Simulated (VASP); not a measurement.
# Zr2F (Fmmm) in VASP: further runs

Zr2F is run at these levels: PBE; tasks: single point.

Everything below comes from runs of VASP 6.6.1. Logs are shortened: lines on timing, memory, paths and dates and some standing lists are left out, and cuts for length are marked.

## Step 1: The cell of the first run

The typed cell holds 3 atoms: a = 6.781 Å, b = 6.781 Å, c = 3.184 Å, α = 76.44°, β = 76.41°, γ = 27.16°.

The cell was built from a structure type or drawn by symmetry, and may not be a known phase.

## Step 2: Single point, PBE

INCAR reads:

```
  PREC = Accurate
  ENCUT = 520
  EDIFF = 1E-6
  ISMEAR = 0
  SIGMA = 0.1
  LREAL = F
  LASPH = T
  NELM = 100
  ALGO = Normal
  ISIF = 2
  LWAVE = F
  LCHARG = F
  GGA = PE
  NBANDS = 22
```

KPOINTS reads:

```
Automatic mesh
0
Gamma
  12 12 12
```

POSCAR reads:

```
Zr2F
1.0
    0.0000000000      2.2524874582      6.3962591102
    2.2501542460      0.0000000000      6.3962591102
    2.2501542460      2.2524874582      0.0000000000
Zr F
2 1
Direct
    0.6676497054      0.6676497054      0.3323502946
    0.3323502946      0.3323502946      0.6676497054
    0.5000000000      0.5000000000      0.5000000000
```

Potentials or basis: VASP PAW PBE potentials, release 64 (Zr_sv, F).

On the command line:

```bash
cat potpaw_PBE.64/Zr_sv/POTCAR potpaw_PBE.64/F/POTCAR > POTCAR
mpirun -np 1 vasp_std > vasp.out
```

OUTCAR:

```text
PREC = Accurate
   ENCUT = 520
   EDIFF = 1E-6
   ISMEAR = 0
   LREAL = F
   LASPH = T
   NELM = 100
   ISIF = 2
   GGA = PE

 ion  position               nearest neighbor table
   1  0.668  0.668  0.332-   3 2.14   2 3.08   2 3.08   2 3.08   2 3.08
   2  0.332  0.332  0.668-   3 2.14   1 3.08   1 3.08   1 3.08   1 3.08
   3  0.500  0.500  0.500-   1 2.14   2 2.14

  LATTYP: Found a face centered orthorhombic cell.
 ALAT       =     4.5003084920
 B/A-ratio  =     1.0010369121
 C/A-ratio  =     2.8425869567

  Lattice vectors:

 A1 = (   0.0000000000,   2.2524874582,   6.3962591102)
 A2 = (   2.2501542460,   0.0000000000,   6.3962591102)
 A3 = (   2.2501542460,   2.2524874582,   0.0000000000)

Analysis of symmetry for initial positions (statically):
=====================================================================
 Subroutine PRICEL returns:
 Original cell was already a primitive cell.

 Routine SETGRP: Setting up the symmetry group for a
 face centered orthorhombic supercell.

 Subroutine GETGRP returns: Found  8 space group operations
 (whereof  8 operations were pure point group operations)
 out of a pool of  8 trial point group operations.

The static configuration has the point symmetry D_2h.

Analysis of symmetry for dynamics (positions and initial velocities):
=====================================================================
 Subroutine PRICEL returns:
 Original cell was already a primitive cell.

 Routine SETGRP: Setting up the symmetry group for a
 face centered orthorhombic supercell.

 Subroutine GETGRP returns: Found  8 space group operations
 (whereof  8 operations were pure point group operations)
 out of a pool of  8 trial point group operations.

The dynamic configuration has the point symmetry D_2h.

 Subroutine INISYM returns: Found  8 space group operations
 (whereof  8 operations are pure point group operations),
 and found     1 'primitive' translations

----------------------------------------------------------------------------------------

                                     Primitive cell

  volume of cell :      64.8382

  direct lattice vectors                    reciprocal lattice vectors
     0.000000000  2.252487458  6.396259110    -0.222206989  0.221976819  0.078170692
     2.250154246  0.000000000  6.396259110     0.222206989 -0.221976819  0.078170692
     2.250154246  2.252487458  0.000000000     0.222206989  0.221976819 -0.078170692

  length of vectors
     6.781285303  6.780510654  3.183848910     0.323666976  0.323666976  0.323666976

  position of ions in fractional coordinates (direct lattice)
     0.667649705  0.667649705  0.332350295
     0.332350295  0.332350295  0.667649705
     0.500000000  0.500000000  0.500000000

  ion indices of the primitive-cell ions
   primitive index   ion index
                 1           1
                 2           2
                 3           3

----------------------------------------------------------------------------------------

 KPOINTS: Automatic mesh

Automatic generation of k-mesh.
 Grid dimensions read from file:
 generate k-points for:   12   12   12

 Generating k-lattice:

  Cartesian coordinates                     Fractional coordinates (reciprocal lattice)
    -0.018517249  0.018498068  0.006514224     0.083333333 -0.000000000 -0.000000000
     0.018517249 -0.018498068  0.006514224     0.000000000  0.083333333  0.000000000
     0.018517249  0.018498068 -0.006514224     0.000000000  0.000000000  0.083333333

  Length of vectors
     0.026972248  0.026972248  0.026972248

  Shift w.r.t. Gamma in fractional coordinates (k-lattice)
     0.000000000  0.000000000  0.000000000

 Subroutine IBZKPT returns following result:
 ===========================================

 Found    280 irreducible k-points:

 Following reciprocal coordinates:
            Coordinates               Weight
  0.000000  0.000000  0.000000      1.000000
  0.083333 -0.000000  0.000000      8.000000
  0.166667  0.000000  0.000000      8.000000
  0.250000  0.000000  0.000000      8.000000
  0.333333 -0.000000 -0.000000      8.000000
  0.416667 -0.000000 -0.000000      8.000000
[... 16 lines left out ...]
  0.500000  0.166667 -0.000000      8.000000
 -0.416667  0.166667 -0.000000      8.000000
 [... further k-points ...]
   k-points           NKPTS =    280   k-points in BZ     NKDIM =    280   number of bands    NBANDS=     22
   number of dos      NEDOS =    301   number of ions     NIONS =      3
   total plane-waves  NPLWV =  60000
   dimension x,y,z NGX =    50 NGY =   50 NGZ =   24
   dimension x,y,z NGXF=   100 NGYF=  100 NGZF=   48
   ions per type =               2   1
   NGX,Y,Z   is equivalent  to a cutoff of  12.26, 12.26, 12.53 a.u.
   NGXF,Y,Z  is equivalent  to a cutoff of  24.52, 24.52, 25.06 a.u.
 SYSTEM =  unknown system
   PREC   = accura    normal or accurate (medium, high low for compatibility)
   ISTART =      0    job   : 0-new  1-cont  2-samecut
   ICHARG =      2    charge: 1-file 2-atom 10-const
   ISPIN  =      1    spin polarized calculation?
   LNONCOLLINEAR =      F non collinear calculations
   LSORBIT =      F    spin-orbit coupling
   LASPH  =      T    aspherical Exc in radial PAW
   ENCUT  =  520.0 eV  38.22 Ry    6.18 a.u.  12.61 12.61  5.92*2*pi/ulx,y,z
   NELM   =    100;   NELMIN=  2; NELMDL= -5     # of ELM steps
   EDIFF  = 0.1E-05   stopping-criterion for ELM
   LREAL  =      F    real-space projection
   EDIFFG = 0.1E-04   stopping-criterion for IOM
   NSW    =      0    number of steps for IOM
   IBRION =     -1    ionic relax: 0-MD 1-quasi-New 2-CG
   NFREE  =      0    steps in history (QN), initial steepest desc. (CG)
   ISIF   =      2    stress and relaxation
   ISYM   =      2    0-nonsym 1-usesym 2-fastsym
   POTIM  = 0.5000    time-step for ionic-motion
   TEBEG  =    0.0;   TEEND  =   0.0 temperature during run
   PSTRESS=    0.0 pullay stress
   NELECT =      31.0000    total number of electrons
   NUPDOWN=      -1.0000    fix difference up-down
   EMIN   =  10.00;   EMAX   =-10.00  energy-range for DOS
   EFERMI =   0.00;   METHOD = LEGACY
   ISMEAR =     0;   SIGMA  =   0.10  broadening in eV -4-tet -1-fermi 0-gaus
   EFERMI_NEDOS =   21; number of points for ismear=-14 and -15
   IALGO  =     38    algorithm
   IMIX   =      4    mixing-type and parameters
     AMIX     =   0.40;   BMIX     =  1.00
     AMIX_MAG =   1.60;   BMIX_MAG =  1.00
  volume/ion in A,a.u.               =      21.61       145.85
  Fermi-wavevector in a.u.,A,eV,Ry     =   1.280123  2.419082 22.296082  1.638716
  Thomas-Fermi vector in A             =   2.412569
   LORBIT       =      0    0 simple, 1 ext, 2 COOP (PROOUT), +10 PAW based schemes
   GGA     = PE    functional components
   LHFCALC =     F    Hartree Fock is set to
   AEXX    =    0.0000 exact exchange contribution
   IVDW    =     0    specifies the selected vdW correction
   LEPSILON=     F    determine dielectric tensor
   LRPA    =     F    only Hartree local field effects (RPA)
 non-spin polarized calculation
 Gauss-broadening in eV      SIGMA  =   0.10
  energy-cutoff  :      520.00
  volume of cell :       64.84
 maximum number of plane-waves:      1774
   NGX = 25   NGY = 25   NGZ = 11

 number of electron      31.0000009 magnetization

 Free energy of the ion-electron system (eV)
  ---------------------------------------------------
  ext. energy  EPLUGINS =         0.00000000
  ---------------------------------------------------
  free energy    TOTEN  =       -22.78874262 eV

  energy without entropy =      -22.78205997  energy(sigma->0) =      -22.78540130

 E-fermi :   6.8163     XC(G=0):  -9.9093

 val. band max:        6.8100426064   @ k =  -0.4167   0.0833   0.0833
 cond. band min:       6.8428010449   @ k =   0.4167  -0.0000  -0.0000
 fundamental gap:      0.0327584385
 Fermi energy:         6.8162647850

 k-point     1 :       0.0000    0.0000    0.0000
  band No.  band energies     occupation
      1     -42.4799      2.00000
      2     -42.3375      2.00000
      3     -21.3856      2.00000
      4     -20.3301      2.00000
      5     -20.2535      2.00000
      6     -20.2522      2.00000
[... 14 lines left out ...]
     21      10.0422      0.00000
     22      11.0492      0.00000

 k-point     2 :       0.0833   -0.0000    0.0000
  band No.  band energies     occupation
      1     -42.4742      2.00000
      2     -42.3365      2.00000
      3     -21.3731      2.00000
      4     -20.3883      2.00000
      5     -20.2455      2.00000
      6     -20.2387      2.00000
[... 14 lines left out ...]
     21       9.8867      0.00000
     22      11.0834      0.00000

 k-point     3 :       0.1667    0.0000    0.0000
  band No.  band energies     occupation
      1     -42.4580      2.00000
      2     -42.3344      2.00000
      3     -21.3387      2.00000
      4     -20.5059      2.00000
      5     -20.2445      2.00000
      6     -20.2245      2.00000
[... 14 lines left out ...]
     21       9.9632      0.00000
     22      10.7048      0.00000

 k-point     4 :       0.2500    0.0000    0.0000
  band No.  band energies     occupation
      1     -42.4343      2.00000
      2     -42.3331      2.00000
      3     -21.2912      2.00000
      4     -20.6419      2.00000
      5     -20.3192      2.00000
      6     -20.2421      2.00000
[... 14 lines left out ...]
     21      10.1717      0.00000
     22      10.3882      0.00000

 k-point     5 :       0.3333   -0.0000   -0.0000
  band No.  band energies     occupation
      1     -42.4071      2.00000
      2     -42.3353      2.00000
      3     -21.2446      2.00000
      4     -20.7648      2.00000
      5     -20.4485      2.00000
      6     -20.2866      2.00000
[... 14 lines left out ...]
     21      10.2988      0.00000
     22      10.5932      0.00000

 k-point     6 :       0.4167   -0.0000   -0.0000
  band No.  band energies     occupation
      1     -42.3806      2.00000
      2     -42.3433      2.00000
      3     -21.2137      2.00000
      4     -20.8474      2.00000
      5     -20.5418      2.00000
      6     -20.3205      2.00000
[... 14 lines left out ...]
     21      10.4167      0.00000
     22      11.0306      0.00000

 k-point     7 :       0.5000    0.0000    0.0000
  band No.  band energies     occupation
      1     -42.3596      2.00000
      2     -42.3575      2.00000
      3     -21.2040      2.00000
      4     -20.8758      2.00000
      5     -20.5742      2.00000
      6     -20.3341      2.00000
[... 324 lines left out ...]
      6     -20.2462      2.00000
[... 14 lines left out ...]
     21       9.7623      0.00000
     22      11.0324      0.00000

 k-point    21 :       0.3333    0.1667    0.0000
  band No.  band energies     occupation
      1     -42.4571      2.00000
      2     -42.3353      2.00000
      3     -21.2404      2.00000
      4     -20.5982      2.00000
      5     -20.3169      2.00000
      6     -20.2254      2.00000
[... 14 lines left out ...]
     21       9.7843      0.00000
     22      10.7107      0.00000

 k-point    22 :       0.4167    0.1667   -0.0000
  band No.  band energies     occupation
      1     -42.4333      2.00000
      2     -42.3341      2.00000
      3     -21.1892      2.00000
      4     -20.7102      2.00000
      5     -20.3985      2.00000
      6     -20.2449      2.00000
[... 14 lines left out ...]
     21      10.1425      0.00000
     22      10.4294      0.00000

 k-point    23 :       0.5000    0.1667   -0.0000
  band No.  band energies     occupation
      1     -42.4060      2.00000
      2     -42.3364      2.00000
      3     -21.1621      2.00000
      4     -20.8038      2.00000
      5     -20.4947      2.00000
      6     -20.3184      2.00000
[... 14 lines left out ...]
     21      10.3832      0.00000
     22      10.6579      0.00000

 k-point    24 :      -0.4167    0.1667   -0.0000
  band No.  band energies     occupation
      1     -42.3795      2.00000
      2     -42.3444      2.00000
      3     -21.1727      2.00000
      4     -20.8598      2.00000
      5     -20.5624      2.00000
      6     -20.3455      2.00000
[... 14 lines left out ...]
     21      10.5321      0.00000
     22      10.8804      0.00000

 [... further k-points ...]

------------------------ aborting loop because EDIFF is reached ----------------------------------------

  FORCE on cell =-STRESS in cart. coord.  units (eV):
  Direction    XX          YY          ZZ          XY          YZ          ZX
  --------------------------------------------------------------------------------------
  -------------------------------------------------------------------------------------
  Total       -0.0344955     -0.0526055      0.0662661      0.0000000      0.0000000      0.0000000
  in kB       -0.8523973     -1.2999029      1.6374617      0.0000000      0.0000000      0.0000000
  external PRESSURE =      -0.1716128 kB  Pullay stress =       0.0000000 kB

 VOLUME and BASIS-vectors are now :
 -----------------------------------------------------------------------------
  energy-cutoff  :      520.00
  volume of cell :       64.84
      direct lattice vectors                 reciprocal lattice vectors
     0.000000000  2.252487458  6.396259110    -0.222206989  0.221976819  0.078170692
     2.250154246  0.000000000  6.396259110     0.222206989 -0.221976819  0.078170692
     2.250154246  2.252487458  0.000000000     0.222206989  0.221976819 -0.078170692

 POSITION                                       TOTAL-FORCE (eV/Angst)
 -----------------------------------------------------------------------------------
      2.25015      2.25249      8.54092         0.000000      0.000000      0.024612
      2.25015      2.25249      4.25160         0.000000      0.000000     -0.024612
      2.25015      2.25249      6.39626         0.000000     -0.000000      0.000000
 -----------------------------------------------------------------------------------
    total drift:                                0.000000      0.000000     -0.000000

  FREE ENERGIE OF THE ION-ELECTRON SYSTEM (eV)
  ---------------------------------------------------
  free  energy   TOTEN  =       -22.7887426247 eV

  energy  without entropy=      -22.7820599722  energy(sigma->0) =      -22.78540130
```

Run time: 6.4 min. Hardware: 1 thread of Intel Xeon 6975P-C (Granite Rapids), shared host; peak memory 0.49 GiB.

What came out:

```
Free energy            : -22.7887 eV
Pressure               : 0.0 GPa
Largest force          : 0.025 eV/Å
Band gap on the k mesh : zero (an odd number of electrons rules out a gap without spin polarisation)
```

Forces on the atoms (eV/Å):
```
Zr   0.000  0.000  0.025
Zr   0.000  0.000 -0.025
F    0.000  0.000  0.000
```

Caveat: an odd number of electrons without spin polarisation forces a metal; a magnetic or distorted state may lie lower.

## Step 3: Single point, PBE

INCAR reads:

```
SYSTEM = Zr2F
PREC = Accurate
ENCUT = 520
EDIFF = 1E-6
ISMEAR = 0
SIGMA = 0.1
LREAL = .FALSE.
LASPH = .TRUE.
NELM = 60
ALGO = Normal
ISIF = 2
LWAVE = .FALSE.
LCHARG = .FALSE.
GGA = PE
NBANDS = 22
```

KPOINTS reads:

```
regular mesh
0
G
  12 12 12
  0 0 0
```

POSCAR is that of step 2.

Potentials or basis: VASP PAW PBE potentials, release 64 (Zr_sv, F).

On the command line:

```bash
cat potpaw_PBE.64/Zr_sv/POTCAR potpaw_PBE.64/F/POTCAR > POTCAR
mpirun -np 1 vasp_std > vasp.out
```

Wall time 6 min (1 thread of Intel Xeon 6975P-C (Granite Rapids), shared host); peak memory 0.49 GiB.

It converged, with:

* Free energy: -22.7887 eV
* Pressure: 0.0 GPa
* Largest force: 0.025 eV/Å
* Band gap on the k mesh: zero (an odd number of electrons rules out a gap without spin polarisation)

Forces in eV/Å, atoms in the order of the input:
```
Zr   0.000  0.000  0.025
Zr   0.000  0.000 -0.025
F    0.000  0.000  0.000
```

Stress tensor (GPa, compression positive):
```
-0.09  0.00  0.00
 0.00 -0.13  0.00
 0.00  0.00  0.16
```

Levels at points of the mesh, in eV from the Fermi level:
```tsv
k point	band 12	band 13	band 14	band 15	band 16	band 17	band 18	band 19	band 20	band 21
(0.00, 0.00, 0.00)	-6.49	-4.53	-3.01	-2.13	-0.25	1.30	1.31	2.08	3.06	3.23
(0.50, 0.00, 0.00)	-6.41	-2.30	-2.11	0.24	0.60	0.62	0.99	1.00	1.09	3.74
(0.50, 0.50, 0.00)	-6.51	-4.14	-3.28	-2.16	-0.19	1.56	1.62	1.62	3.23	3.24
(0.50, 0.00, 0.50)	-7.23	-2.49	-2.28	-1.51	-1.13	1.91	2.60	3.84	4.65	4.84
(0.00, 0.50, 0.50)	-7.24	-2.49	-2.28	-1.51	-1.13	1.92	2.59	3.84	4.63	4.86
```

Caveat: an odd number of electrons without spin polarisation forces a metal; a magnetic or distorted state may lie lower.
